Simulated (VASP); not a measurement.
# Pb (Fm-3m) in VASP: notebook, part 2 of 2

VASP 6.6.1.

## (3) Single point, PBE (volume scaled by 1.02)

INCAR

```
SYSTEM = Pb
PREC     = Accurate       ! precision mode
ENCUT    = 520            ! plane-wave cutoff, eV
EDIFF    = 1E-6           ! SCF threshold, eV
ISMEAR   = -1             ! smearing method
SIGMA    = 0.08           ! smearing width, eV
LREAL    = .FALSE.        ! projectors in reciprocal space
LASPH    = .TRUE.         ! aspherical terms in the spheres
NELM     = 60             ! most SCF steps
ALGO     = Normal         ! electronic algorithm
ISIF     = 2              ! what is computed and relaxed
LWAVE    = .FALSE.        ! write WAVECAR
LCHARG   = .TRUE.         ! write CHGCAR
GGA      = PE             ! functional
LELF     = .TRUE.         ! ELF
LVHAR    = .TRUE.       
NBANDS   = 13             ! bands
```

KPOINTS

```
Automatic mesh
0
G
  13 13 13
  0 0 0
```

POSCAR

```
Pb
1.0
    0.0000000000      2.4861567681      2.4861567681
    2.4861567681      0.0000000000      2.4861567681
    2.4861567681      2.4861567681      0.0000000000
Pb
1
Direct
    0.0000000000      0.0000000000      0.0000000000
```

Potentials or basis: VASP PAW PBE potentials, release 64 (Pb_d).

On the command line:

```bash
$ cat potpaw_PBE.64/Pb_d/POTCAR > POTCAR
$ mpirun -np 1 vasp_std > vasp.out
```

OUTCAR:

```text
SYSTEM = Pb
   PREC = Accurate
   ENCUT = 520
   EDIFF = 1E-6
   ISMEAR = -1
   LREAL = .FALSE.
   LASPH = .TRUE.
   NELM = 60
   ISIF = 2
   GGA = PE

 ion  position               nearest neighbor table
   1  0.000  0.000  0.000-

  LATTYP: Found a face centered cubic cell.
 ALAT       =     4.9723135362

  Lattice vectors:

 A1 = (   0.0000000000,   2.4861567681,   2.4861567681)
 A2 = (   2.4861567681,   0.0000000000,   2.4861567681)
 A3 = (   2.4861567681,   2.4861567681,   0.0000000000)

Analysis of symmetry for initial positions (statically):
=====================================================================
 Subroutine PRICEL returns:
 Original cell was already a primitive cell.

 Routine SETGRP: Setting up the symmetry group for a
 face centered cubic supercell.

 Subroutine GETGRP returns: Found 48 space group operations
 (whereof 48 operations were pure point group operations)
 out of a pool of 48 trial point group operations.

The static configuration has the point symmetry O_h .

Analysis of symmetry for dynamics (positions and initial velocities):
=====================================================================
 Subroutine PRICEL returns:
 Original cell was already a primitive cell.

 Routine SETGRP: Setting up the symmetry group for a
 face centered cubic supercell.

 Subroutine GETGRP returns: Found 48 space group operations
 (whereof 48 operations were pure point group operations)
 out of a pool of 48 trial point group operations.

The dynamic configuration has the point symmetry O_h .

 Subroutine INISYM returns: Found 48 space group operations
 (whereof 48 operations are pure point group operations),
 and found     1 'primitive' translations

----------------------------------------------------------------------------------------

                                     Primitive cell

  volume of cell :      30.7337

  direct lattice vectors                    reciprocal lattice vectors
     0.000000000  2.486156768  2.486156768    -0.201113625  0.201113625  0.201113625
     2.486156768  0.000000000  2.486156768     0.201113625 -0.201113625  0.201113625
     2.486156768  2.486156768  0.000000000     0.201113625  0.201113625 -0.201113625

  length of vectors
     3.515956620  3.515956620  3.515956620     0.348339017  0.348339017  0.348339017

  position of ions in fractional coordinates (direct lattice)
     0.000000000  0.000000000  0.000000000

  ion indices of the primitive-cell ions
   primitive index   ion index
                 1           1

----------------------------------------------------------------------------------------

 KPOINTS: Automatic mesh

Automatic generation of k-mesh.
 Grid dimensions read from file:
 generate k-points for:   13   13   13

 Generating k-lattice:

  Cartesian coordinates                     Fractional coordinates (reciprocal lattice)
    -0.015470279  0.015470279  0.015470279     0.076923077  0.000000000  0.000000000
     0.015470279 -0.015470279  0.015470279     0.000000000  0.076923077  0.000000000
     0.015470279  0.015470279 -0.015470279     0.000000000  0.000000000  0.076923077

  Length of vectors
     0.026795309  0.026795309  0.026795309

  Shift w.r.t. Gamma in fractional coordinates (k-lattice)
     0.000000000  0.000000000  0.000000000

 Subroutine IBZKPT returns following result:
 ===========================================

 Found     84 irreducible k-points:

 Following reciprocal coordinates:
            Coordinates               Weight
  0.000000  0.000000  0.000000      1.000000
  0.076923  0.000000  0.000000      8.000000
  0.153846  0.000000  0.000000      8.000000
  0.230769  0.000000  0.000000      8.000000
  0.307692  0.000000  0.000000      8.000000
  0.384615  0.000000  0.000000      8.000000
[... 16 lines left out ...]
  0.384615  0.153846  0.000000     24.000000
  0.461538  0.153846  0.000000     24.000000
 [... further k-points ...]
   k-points           NKPTS =     84   k-points in BZ     NKDIM =     84   number of bands    NBANDS=     13
   number of dos      NEDOS =    301   number of ions     NIONS =      1
   total plane-waves  NPLWV =  21952
   dimension x,y,z NGX =    28 NGY =   28 NGZ =   28
   dimension x,y,z NGXF=    56 NGYF=   56 NGZF=   56
   ions per type =               1
   NGX,Y,Z   is equivalent  to a cutoff of  13.24, 13.24, 13.24 a.u.
   NGXF,Y,Z  is equivalent  to a cutoff of  26.48, 26.48, 26.48 a.u.
 SYSTEM =  Pb
   PREC   = accura    normal or accurate (medium, high low for compatibility)
   ISTART =      0    job   : 0-new  1-cont  2-samecut
   ICHARG =      2    charge: 1-file 2-atom 10-const
   ISPIN  =      1    spin polarized calculation?
   LNONCOLLINEAR =      F non collinear calculations
   LSORBIT =      F    spin-orbit coupling
   LASPH  =      T    aspherical Exc in radial PAW
   ENCUT  =  520.0 eV  38.22 Ry    6.18 a.u.   6.54  6.54  6.54*2*pi/ulx,y,z
   NELM   =     60;   NELMIN=  2; NELMDL= -5     # of ELM steps
   EDIFF  = 0.1E-05   stopping-criterion for ELM
   LREAL  =      F    real-space projection
   EDIFFG = 0.1E-04   stopping-criterion for IOM
   NSW    =      0    number of steps for IOM
   IBRION =     -1    ionic relax: 0-MD 1-quasi-New 2-CG
   NFREE  =      0    steps in history (QN), initial steepest desc. (CG)
   ISIF   =      2    stress and relaxation
   ISYM   =      2    0-nonsym 1-usesym 2-fastsym
   POTIM  = 0.5000    time-step for ionic-motion
   TEBEG  =    0.0;   TEEND  =   0.0 temperature during run
   PSTRESS=    0.0 pullay stress
   NELECT =      14.0000    total number of electrons
   NUPDOWN=      -1.0000    fix difference up-down
   EMIN   =  10.00;   EMAX   =-10.00  energy-range for DOS
   EFERMI =   0.00;   METHOD = LEGACY
   ISMEAR =    -1;   SIGMA  =   0.08  broadening in eV -4-tet -1-fermi 0-gaus
   EFERMI_NEDOS =   21; number of points for ismear=-14 and -15
   IALGO  =     38    algorithm
   IMIX   =      4    mixing-type and parameters
     AMIX     =   0.40;   BMIX     =  1.00
     AMIX_MAG =   1.60;   BMIX_MAG =  1.00
  volume/ion in A,a.u.               =      30.73       207.40
  Fermi-wavevector in a.u.,A,eV,Ry     =   1.259638  2.380370 21.588191  1.586687
  Thomas-Fermi vector in A             =   2.393188
   LORBIT       =      0    0 simple, 1 ext, 2 COOP (PROOUT), +10 PAW based schemes
   GGA     = PE    functional components
   LHFCALC =     F    Hartree Fock is set to
   AEXX    =    0.0000 exact exchange contribution
   IVDW    =     0    specifies the selected vdW correction
   LEPSILON=     F    determine dielectric tensor
   LRPA    =     F    only Hartree local field effects (RPA)
 non-spin polarized calculation
  energy-cutoff  :      520.00
  volume of cell :       30.73
 maximum number of plane-waves:       869
 NGX is ok and might be reduce to    28
   NGX = 13   NGY = 13   NGZ = 13

 number of electron      14.0000000 magnetization

 Free energy of the ion-electron system (eV)
  ---------------------------------------------------
  ext. energy  EPLUGINS =         0.00000000
  ---------------------------------------------------
  free energy    TOTEN  =        -3.56128921 eV

  energy without entropy =       -3.54929352  energy(sigma->0) =       -3.55529137

 E-fermi :   7.2040     XC(G=0): -10.1201

 val. band max:        7.1628468552   @ k =  -0.2308   0.1538   0.0000
 cond. band min:       7.2332502122   @ k =   0.3846   0.2308   0.0769
 fundamental gap:      0.0704033569
 Fermi energy:         7.2040293647

 k-point     1 :       0.0000    0.0000    0.0000
  band No.  band energies     occupation
      1      -9.9304      2.00000
      2      -9.9304      2.00000
      3      -9.9304      2.00000
      4      -9.7965      2.00000
      5      -9.7965      2.00000
      6      -4.5314      2.00000
      7      14.4442      0.00000
      8      14.4442      0.00000
      9      14.4442      0.00000
     10      16.8864      0.00000
     11      18.3013      0.00000
     12      19.5175      0.00000
     13      19.5175      0.00000
[... 353 lines left out ...]
 k-point    24 :       0.4615    0.1538    0.0000
  band No.  band energies     occupation
      1      -9.9615      2.00000
      2      -9.8961      2.00000
      3      -9.8608      2.00000
      4      -9.7401      2.00000
      5      -9.6643      2.00000
      6      -1.2421      2.00000
      7       4.3085      2.00000
      8      10.3276      0.00000
      9      11.4316      0.00000
     10      14.7835      0.00000
     11      19.2070      0.00000
     12      20.1676      0.00000
     13      20.7859      0.00000

 [... further k-points ...]

------------------------ aborting loop because EDIFF is reached ----------------------------------------

  FORCE on cell =-STRESS in cart. coord.  units (eV):
  Direction    XX          YY          ZZ          XY          YZ          ZX
  --------------------------------------------------------------------------------------
  -------------------------------------------------------------------------------------
  Total        0.3313815      0.3313815      0.3313815     -0.0000000     -0.0000000     -0.0000000
  in kB       17.2752077     17.2752077     17.2752077     -0.0000000     -0.0000000     -0.0000000
  external PRESSURE =      17.2752077 kB  Pullay stress =       0.0000000 kB

 VOLUME and BASIS-vectors are now :
 -----------------------------------------------------------------------------
  energy-cutoff  :      520.00
  volume of cell :       30.73
      direct lattice vectors                 reciprocal lattice vectors
     0.000000000  2.486156768  2.486156768    -0.201113625  0.201113625  0.201113625
     2.486156768  0.000000000  2.486156768     0.201113625 -0.201113625  0.201113625
     2.486156768  2.486156768  0.000000000     0.201113625  0.201113625 -0.201113625

 POSITION                                       TOTAL-FORCE (eV/Angst)
 -----------------------------------------------------------------------------------
      0.00000      0.00000      0.00000         0.000000      0.000000     -0.000000
 -----------------------------------------------------------------------------------
    total drift:                               -0.000000     -0.000000     -0.000000

  FREE ENERGIE OF THE ION-ELECTRON SYSTEM (eV)
  ---------------------------------------------------
  free  energy   TOTEN  =        -3.5612892144 eV

  energy  without entropy=       -3.5492935232  energy(sigma->0) =       -3.55529137
```

Wall time 54 s (1 thread of Intel Xeon 6975P-C, shared host); peak memory 0.18 GiB.

What came out:

```
Free energy            : -3.5613 eV
Pressure               : 1.7 GPa
Band gap on the k mesh : zero (band 7 reaches 14.44 eV, above the bottom of band 8 at 5.49 eV)
```

Caveat: spin-orbit coupling is left out, which moves the levels of the heavy elements.
